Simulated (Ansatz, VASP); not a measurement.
Rh in VASP and in Ansatz

File INCAR:

```
PREC     = Accurate       # precision mode
ENCUT    = 520            # plane-wave cutoff, eV
EDIFF    = 1E-7           # SCF threshold, eV
ISMEAR   = 0              # smearing method
SIGMA    = 0.1            # smearing width, eV
LREAL    = False          # projectors in reciprocal space
LASPH    = True           # aspherical terms in the spheres
NELM     = 100            # most SCF steps
ALGO     = Normal         # electronic algorithm
ISIF     = 2              # what is computed and relaxed
LWAVE    = False          # write WAVECAR
LCHARG   = False          # write CHGCAR
GGA      = PS             # functional
NBANDS   = 14             # bands
```

The input KPOINTS:

```
regular mesh
0
Gamma
  20 20 20
```

Contents of POSCAR:

```
Rh
1.0
   -1.5380935029      1.5380935029      1.5380935029
    1.5380935029     -1.5380935029      1.5380935029
    1.5380935029      1.5380935029     -1.5380935029
Rh
1
Direct
    0.0000000000      0.0000000000      0.0000000000
```

Input for Ansatz:

```yaml
crystal:
  lattice:
    - [-1.5380935029, 1.5380935029, 1.5380935029]
    - [1.5380935029, -1.5380935029, 1.5380935029]
    - [1.5380935029, 1.5380935029, -1.5380935029]
  atoms:
    - { symbol: Rh, position: [0.0, 0.0, 0.0] }
basis:
  ecutwfc: 420
kpoints:
  mp_grid: { grid: [20, 20, 20] }
hamiltonian:
  xc: pbesol
scf:
  occupations: { method: gaussian, width: 0.1 }
output:
  forces: true
  stress: true
  eigenvalues: true
  populations: true
```

Alike in both runs: task single point; functional PBEsol; k mesh 20 × 20 × 20; occupations gaussian, width 0.1 eV; no spin polarisation.

|  | VASP | Ansatz |
| --- | --- | --- |
| version | VASP 6.6.1 | Ansatz 0.2.0 |
| potentials or method | VASP PAW PBE potentials, release 64 (Rh_pv), cutoff 520 eV | scalar-relativistic, plane waves, PAW |
| valence electrons in the cell | 15 | 17 |

Ansatz gave:

| Quantity | Value |
| --- | --- |
| gap on the k mesh at the Fermi level (eV) | none |
| pressure (GPa) | -11.2 |

**Question.** Estimate VASP's values.

**Answer.** gap on the k mesh at the Fermi level (eV): none; pressure (GPa): -11.3.

VASP's potentials were made for PBE, not for PBEsol. A gap of «none» marks a metal or a gap that the smearing closes. VASP's potentials hold 15 valence electrons a cell and Ansatz's 17, so a difference there can come from the potentials and not from the codes.
